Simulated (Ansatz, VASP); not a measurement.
# Two plane-wave programs on LiCl

Contents of POSCAR:

```
LiCl
1.0
    0.0000000000      2.5560369945      2.5560369945
    2.5560369945      0.0000000000      2.5560369945
    2.5560369945      2.5560369945      0.0000000000
Li Cl
1 1
Direct
    0.0000000000      0.0000000000      0.0000000000
    0.5000000000      0.5000000000      0.5000000000
```

INCAR.step1

```
SYSTEM = LiCl
PREC = Accurate
ENCUT = 520
EDIFF = 1E-5
ISMEAR = 0
SIGMA = 0.01
LREAL = .False.
LASPH = .True.
NELM = 100
ALGO = Normal
ISIF = 2
LWAVE = .True.
NBANDS = 12
GGA = PE
```

INCAR.step2

```
SYSTEM = LiCl
PREC = Accurate
ENCUT = 520
EDIFF = 1E-7
ISMEAR = 0
SIGMA = 0.01
LREAL = .False.
LASPH = .True.
NELM = 100
ALGO = Normal
ISIF = 2
LWAVE = .False.
LCHARG = .True.
GGA = PE
LHFCALC = .True.
AEXX = 0.3
HFSCREEN = 0.5
PRECFOCK = Normal
LELF = .True.
LVHAR = .True.
NBANDS = 12
ISTART = 1
```

KPOINTS

```
regular mesh
0
Gamma
  4 4 4
  0 0 0
```

Input for Ansatz:

```yaml
crystal:
  lattice:
    - [0.0, 2.5560369945, 2.5560369945]
    - [2.5560369945, 0.0, 2.5560369945]
    - [2.5560369945, 2.5560369945, 0.0]
  atoms:
    - { symbol: Li, position: [0.0, 0.0, 0.0] }
    - { symbol: Cl, position: [0.5, 0.5, 0.5] }
kpoints:
  mp_grid: { grid: [4, 4, 4] }
hamiltonian:
  xc: { exchange: pbe, correlation: pbe, exx: { coeff: 0.3, omega: 0.5 } }
scf:
  occupations: { method: fixed }
  n_extra_bands: 4
output:
  forces: true
  stress: true
  eigenvalues: true
```

Alike in both runs: task single point; functional PBE-based screened hybrid; k mesh 4 × 4 × 4; no spin polarisation.

```csv
,VASP,Ansatz
version,VASP 6.6.1,Ansatz 0.2.0
potentials or method,"VASP PAW PBE potentials, release 64 (Li_sv, Cl)",plane waves
plane-wave cutoff (eV),520,420
occupations,"gaussian, width 0.01 eV",fixed
valence electrons in the cell,10,10
```

```tsv
	VASP	Ansatz	Ansatz less VASP
gap on the k mesh at the Fermi level (eV)	7.31	7.30	-0.003
```

VASP's potentials were made for PBE, not for PBE-based screened hybrid. Ansatz's warnings: stress exchange threshold loose, stress scf threshold loose.

The k mesh is coarse, so the values compare programs but aren't converged. Noted on VASP's run: the cutoff is short for stress, so the pressure is rough.
